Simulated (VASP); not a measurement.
# HOs12 (a cell with a defect) in VASP: a series of runs, part 2 of 2

VASP 6.6.1.

## (3) Single point, PBEsol

File INCAR:

```
SYSTEM = HOs12
ALGO = Normal
EDIFF = 1E-6
ENCUT = 520
GGA = PS
ISIF = 2
ISMEAR = 0
LASPH = .True.
LCHARG = .True.
LELF = .True.
LREAL = .False.
LVHAR = .True.
LWAVE = .False.
NBANDS = 60
NELM = 80
PREC = Accurate
SIGMA = 0.05
```

File KPOINTS:

```
k-points
0
Gamma
  4 3 4
  0 0 0
```

File POSCAR:

```
HOs12
1.0
    5.4800000000      0.0000000000      0.0000000000
   -4.1100000000      7.1187290000      0.0000000000
    0.0000000000      0.0000000000      4.3264600000
Os H
12 1
Direct
   -0.0112058279     -0.0131280409      0.0077545970
    0.1650426077      0.2222993968      0.4789795846
   -0.0078545591      0.3392910631      0.0050719358
    0.1645550108      0.5560700202      0.5022760952
    0.0037585388      0.6693822717      0.0012494867
    0.1650233963      0.8875261421      0.5025754379
    0.5001020998      0.0010290869     -0.0003013361
    0.6663250213      0.2236585588      0.5032266867
    0.5179059487      0.3413668905      0.0072996016
    0.6679870735      0.5569945006      0.5028627924
    0.4984412357      0.6680076492      0.0011094899
    0.6626038343      0.8871569454      0.5013338494
    0.1675018500      0.2202576457     -0.1229376612
```

Potentials or basis: VASP PAW PBE potentials, release 64 (Os, H).

On the command line:

```sh
$ cat potpaw_PBE.64/Os/POTCAR potpaw_PBE.64/H/POTCAR > POTCAR
$ mpirun -np 1 vasp_std > vasp.out
```

It took 6.4 min on 1 thread of Intel Xeon Platinum 8488C (Sapphire Rapids), shared host; peak memory 0.37 GiB.

Results (log left out):

| Quantity | Value |
| --- | --- |
| Free energy | -149.0782 eV |
| Pressure | 3.2 GPa |
| Largest force | 0.090 eV/Å |
| Band gap on the k mesh | zero (an odd number of electrons rules out a gap without spin polarisation) |

Forces on the atoms (eV/Å):
```
Os  -0.003 -0.085  0.024
Os  -0.007  0.003 -0.085
Os  -0.057  0.036  0.018
Os  -0.006  0.006 -0.002
Os   0.006  0.005  0.000
Os   0.005 -0.003 -0.002
Os   0.005 -0.002  0.006
Os  -0.009 -0.005 -0.001
Os   0.078  0.040  0.020
Os  -0.012  0.003  0.000
Os   0.002  0.005 -0.001
Os  -0.007 -0.004  0.001
H    0.004  0.002  0.022
```

Stress tensor (GPa, compression positive):
```
 2.60  0.30  0.19
 0.30  2.84 -0.08
 0.19 -0.08  4.18
```

Levels at points of the mesh, in eV from the Fermi level:
```csv
k point,band 45,band 46,band 47,band 48,band 49,band 50,band 51,band 52
"(0.00, 0.00, 0.00)",-0.31,-0.05,0.23,0.33,0.41,0.56,0.67,0.70
"(0.50, 0.00, 0.00)",-1.03,-0.94,-0.79,-0.66,-0.51,-0.47,-0.19,-0.12
"(0.00, 0.00, 0.50)",-1.27,-1.19,-0.57,-0.40,0.62,0.66,0.75,0.77
"(0.50, 0.00, 0.50)",-1.58,-1.49,-1.42,-1.30,0.48,0.56,0.68,0.79
```

Caveat: the k points lie up to 0.36 Å⁻¹ apart, too coarse for converged energies and pressures of a metal; the PAW data sets were made with another functional, which shifts forces and pressure a little; spin-orbit coupling is left out, which moves the levels of the heavy elements.

## (4) Single point, PBEsol

File INCAR:

```
ALGO = Normal ; EDIFF = 1E-6
ENCUT = 520 ; GGA = PS
ISIF = 2 ; ISMEAR = 0
LASPH = T ; LCHARG = T
LELF = T ; LREAL = F
LVHAR = T ; LWAVE = F
NBANDS = 60 ; NELM = 60
PREC = Accurate ; SIGMA = 0.05
```

File KPOINTS:

```
k-points
0
Gamma
  4 3 4
```

File POSCAR:

```
HOs12
1.0
    5.4800000000      0.0000000000      0.0000000000
   -4.1100000000      7.1187290000      0.0000000000
    0.0000000000      0.0000000000      4.3264600000
Os H
12 1
Direct
   -0.0111794000     -0.0141138959     -0.0072523495
    0.1650581770      0.2213629708      0.5213155790
   -0.0076779416      0.3382770997     -0.0044724787
    0.1645385844      0.5551066770      0.4981945979
    0.0038965940      0.6684210061     -0.0007909469
    0.1650881369      0.8865710438      0.4978814088
    0.5002281896      0.0000689730      0.0005551883
    0.6663560198      0.2226990239      0.4973167439
    0.5181627887      0.3404304336     -0.0067960873
    0.6679909266      0.5560516491      0.4976479616
    0.4985054474      0.6670099396     -0.0006092741
    0.6625879311      0.8861749057      0.4990779991
    0.1680072286      0.2193249666      0.1231004100
```

On the command line:

```sh
$ cat potpaw_PBE.64/Os/POTCAR potpaw_PBE.64/H/POTCAR > POTCAR
$ mpirun -np 1 vasp_std > vasp.out
```

It took 6.3 min on 1 thread of Intel Xeon Platinum 8488C (Sapphire Rapids), shared host; peak memory 0.37 GiB.

The run converged. Its results:

```yaml
Free_energy: -149.0782 eV
Pressure: 3.2 GPa
Largest_force: 0.093 eV/Å
Band_gap_on_the_k_mesh: zero (an odd number of electrons rules out a gap without spin polarisation)
```

Forces on the atoms (eV/Å):
```
Os  -0.003 -0.083 -0.030
Os   0.002 -0.001  0.093
Os  -0.068  0.039 -0.026
Os   0.003  0.004  0.004
Os  -0.001  0.005  0.000
Os   0.005 -0.003  0.001
Os  -0.001 -0.003  0.008
Os   0.000 -0.007 -0.005
Os   0.069  0.043 -0.029
Os  -0.002  0.002  0.000
Os  -0.001  0.008 -0.002
Os  -0.001 -0.004  0.001
H   -0.001 -0.002 -0.015
```

Stress tensor (GPa, compression positive):
```
 2.61  0.32 -0.20
 0.32  2.85  0.08
-0.20  0.08  4.15
```

Levels at points of the mesh, in eV from the Fermi level:
| k point | band 45 | band 46 | band 47 | band 48 | band 49 | band 50 | band 51 | band 52 |
| --- | --- | --- | --- | --- | --- | --- | --- | --- |
| (0.00, 0.00, 0.00) | -0.31 | -0.05 | 0.23 | 0.33 | 0.40 | 0.56 | 0.67 | 0.70 |
| (0.50, 0.00, 0.00) | -1.03 | -0.94 | -0.79 | -0.66 | -0.51 | -0.46 | -0.19 | -0.12 |
| (0.00, 0.00, 0.50) | -1.27 | -1.19 | -0.57 | -0.40 | 0.62 | 0.66 | 0.75 | 0.77 |
| (0.50, 0.00, 0.50) | -1.58 | -1.49 | -1.42 | -1.30 | 0.48 | 0.56 | 0.68 | 0.79 |

Caveat: the k points lie up to 0.36 Å⁻¹ apart, too coarse for converged energies and pressures of a metal; the PAW data sets were made with another functional, which shifts forces and pressure a little; spin-orbit coupling is left out, which moves the levels of the heavy elements.

## (5) Single point, PBEsol

File INCAR:

```
SYSTEM = HOs12
ALGO = Normal
EDIFF = 1E-6
ENCUT = 520
GGA = PS
ISIF = 2
ISMEAR = 0
LASPH = .TRUE.
LCHARG = .TRUE.
LELF = .TRUE.
LREAL = .FALSE.
LVHAR = .TRUE.
LWAVE = .FALSE.
NBANDS = 60
NELM = 100
PREC = Accurate
SIGMA = 0.05
```

File KPOINTS:

```
k-points
0
G
  4 3 4
  0 0 0
```

File POSCAR:

```
HOs12
1.0
    5.4800000000      0.0000000000      0.0000000000
   -4.1100000000      7.1187290000      0.0000000000
    0.0000000000      0.0000000000      4.3264600000
Os H
12 1
Direct
   -0.0129346579     -0.0164681083     -0.0039931029
    0.1649064389      0.2213674660      0.5078412836
   -0.0083939981      0.3396464453     -0.0028055269
    0.1644725250      0.5552692061      0.5010821780
    0.0047265121      0.6688604103      0.0025277016
    0.1651897478      0.8868685688      0.5010727015
    0.5004061979      0.0005447602      0.0019350693
    0.6666293879      0.2231985513      0.5003057927
    0.5207860384      0.3418295597     -0.0037825381
    0.6683015025      0.5564166019      0.5006233734
    0.4978078802      0.6666890958      0.0019200455
    0.6624800956      0.8862204194      0.5016849803
    0.1669551136      0.2190296891      0.0693123246
```

On the command line:

```sh
$ cat potpaw_PBE.64/Os/POTCAR potpaw_PBE.64/H/POTCAR > POTCAR
$ mpirun -np 1 vasp_std > vasp.out
```

It took 3.5 min on 1 thread of AMD EPYC 9R45 (Zen 5), shared host; peak memory 0.34 GiB.

It converged, with:

```
Free energy            : -148.9511 eV
Pressure               : 3.3 GPa
Largest force          : 0.770 eV/Å
Band gap on the k mesh : zero (an odd number of electrons rules out a gap without spin polarisation)
```

Forces in eV/Å, atoms in the order of the input:
```
Os  -0.005 -0.070 -0.144
Os   0.006  0.001  0.093
Os  -0.068  0.039 -0.127
Os   0.015 -0.004 -0.056
Os  -0.001  0.009 -0.046
Os   0.003 -0.007 -0.062
Os   0.000  0.000 -0.051
Os   0.003 -0.009 -0.061
Os   0.054  0.040 -0.134
Os  -0.004 -0.006 -0.070
Os  -0.005  0.012 -0.055
Os  -0.002 -0.013 -0.057
H    0.003  0.008  0.770
```

Stress tensor (GPa, compression positive):
```
 3.94  0.33 -0.09
 0.33  4.56  0.02
-0.09  0.02  1.49
```

Levels at points of the mesh, in eV from the Fermi level:
```
           k point  band 45  band 46  band 47  band 48  band 49  band 50  band 51  band 52
(0.00, 0.00, 0.00)    -0.27    -0.12     0.23     0.27     0.36     0.55     0.67     0.69
(0.50, 0.00, 0.00)    -1.06    -1.00    -0.81    -0.69    -0.52    -0.49    -0.18    -0.09
(0.00, 0.00, 0.50)    -1.27    -1.24    -0.54    -0.40     0.65     0.68     0.73     0.77
(0.50, 0.00, 0.50)    -1.58    -1.50    -1.42    -1.30     0.44     0.61     0.68     0.75
```

Caveat: the k points lie up to 0.36 Å⁻¹ apart, too coarse for converged energies and pressures of a metal; the PAW data sets were made with another functional, which shifts forces and pressure a little; spin-orbit coupling is left out, which moves the levels of the heavy elements.

## (6) Single point, PBEsol

File INCAR:

```
ALGO     = Normal         # electronic algorithm
EDIFF    = 1E-6           # SCF threshold, eV
ENCUT    = 520            # plane-wave cutoff, eV
GGA      = PS             # functional
ISIF     = 2              # what is computed and relaxed
ISMEAR   = 0              # smearing method
LASPH    = True           # aspherical terms in the spheres
LCHARG   = False          # write CHGCAR
LREAL    = False          # projectors in reciprocal space
LWAVE    = False          # write WAVECAR
NBANDS   = 60             # bands
NELM     = 60             # most SCF steps
PREC     = Accurate       # precision mode
SIGMA    = 0.05           # smearing width, eV
```

File KPOINTS:

```
k-points
0
Gamma
  4 3 4
```

File POSCAR:

```
HOs12
1.0
    5.4800000000      0.0000000000      0.0000000000
   -4.1100000000      7.1187290000      0.0000000000
    0.0000000000      0.0000000000      4.3264600000
Os H
12 1
Direct
   -0.0134765076     -0.0171606476     -0.0017455379
    0.1647364712      0.2215065358      0.5032065476
   -0.0086721611      0.3402451477     -0.0012356522
    0.1643386698      0.5553617788      0.5009421097
    0.0050599348      0.6691521759      0.0017242734
    0.1651154294      0.8870723973      0.5009511240
    0.5005174486      0.0008483256      0.0012830351
    0.6665890047      0.2234286486      0.5005577308
    0.5217447674      0.3423949697     -0.0016503100
    0.6682546515      0.5565514574      0.5007079691
    0.4976105737      0.6667240739      0.0013600033
    0.6624680406      0.8863646867      0.5012527563
    0.1668175804      0.2190711291      0.0329255327
```

Potentials or basis: VASP PAW PBE potentials, release 64 (Os, H).

On the command line:

```sh
$ cat potpaw_PBE.64/Os/POTCAR potpaw_PBE.64/H/POTCAR > POTCAR
$ mpirun -np 1 vasp_std > vasp.out
```

Wall time 3.8 min (1 thread of AMD EPYC 9R45 (Zen 5), shared host); peak memory 0.34 GiB.

Results (log left out):

- Free energy: -148.8395 eV
- Pressure: 3.5 GPa
- Largest force: 0.526 eV/Å
- Band gap on the k mesh: zero (an odd number of electrons rules out a gap without spin polarisation)

Forces on the atoms (eV/Å):
```
Os  -0.012 -0.118 -0.100
Os   0.010 -0.007  0.031
Os  -0.089  0.059 -0.088
Os   0.021 -0.001 -0.035
Os   0.002  0.013 -0.024
Os   0.005 -0.002 -0.037
Os  -0.004 -0.007 -0.034
Os   0.011 -0.012 -0.036
Os   0.067  0.066 -0.093
Os   0.001  0.001 -0.043
Os  -0.015  0.009 -0.034
Os   0.003 -0.015 -0.034
H    0.000  0.012  0.526
```

Stress tensor (GPa, compression positive):
```
 4.56  0.33 -0.04
 0.33  5.32  0.01
-0.04  0.01  0.61
```

Levels at points of the mesh, in eV from the Fermi level:
```tsv
k point	band 46	band 47	band 48	band 49	band 50	band 51
(0.00, 0.00, 0.00)	-0.15	0.17	0.27	0.34	0.55	0.66
(0.50, 0.00, 0.00)	-1.03	-0.82	-0.70	-0.53	-0.50	-0.18
(0.00, 0.00, 0.50)	-1.26	-0.53	-0.40	0.66	0.68	0.72
(0.50, 0.00, 0.50)	-1.51	-1.41	-1.31	0.43	0.63	0.69
```

Caveat: the k points lie up to 0.36 Å⁻¹ apart, too coarse for converged energies and pressures of a metal; the PAW data sets were made with another functional, which shifts forces and pressure a little; spin-orbit coupling is left out, which moves the levels of the heavy elements.

## (7) Summary

```csv
cell,gap on the mesh (eV),pressure (GPa),largest force (eV/Å)
"as given, atomic positions A",none,3.2,0.09
"as given, atomic positions B",none,3.2,0.09
"as given, atomic positions C",none,3.3,0.77
"as given, atomic positions D",none,3.5,0.53
```

Alike in all rows: task single point; level PBEsol; potentials or basis VASP PAW PBE potentials, release 64 (Os, H); no spin polarisation; k mesh 4 × 3 × 4; cutoff (eV) 520; smearing gaussian 0.05 eV.

Caveats: all runs use coarse meshes; the PAW data sets were made with another functional, which shifts forces and pressure a little; spin-orbit coupling is left out, which moves the levels of the heavy elements.

Total energies depend on the potentials used, so only differences within one code and one set of settings carry meaning.
